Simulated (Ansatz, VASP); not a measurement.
## Ga in VASP and in Ansatz

```
Ga
1.0
     2.37613   -3.97508    0.00000
     2.37613    3.97508    0.00000
     0.00000    0.00000    4.66173
Ga
4
Direct
  0.84383 0.15617 0.08233
  0.65617 0.34383 0.58233
  0.15617 0.84383 0.91767
  0.34383 0.65617 0.41767
```

Alike in both runs: task single point; functional RPBE; k mesh 10 × 10 × 9; occupations fermi-dirac, width 0.1 eV; no spin polarisation.

|  | VASP | Ansatz |
| --- | --- | --- |
| version | VASP 6.6.1 | Ansatz 0.2.0 |
| potentials or method | VASP PAW PBE potentials, release 64 (Ga_d), cutoff 520 eV | plane waves (420 eV) with PAW, scalar-relativistic |
| valence electrons in the cell | 52 | 52 |

Ansatz gave:

| Property | Result |
| --- | --- |
| pressure (GPa) | -1.5 |
| traceless stress, the component that is largest in VASP (GPa) | 0.23 |

Problem. Estimate VASP's values.

Solution. Pressure (GPa): -1.4; traceless stress, the component that is largest in VASP (GPa): 0.23.

VASP's potentials were made for PBE, not for RPBE. The functional is the same, so the differences come from potentials, cutoffs and numerics.
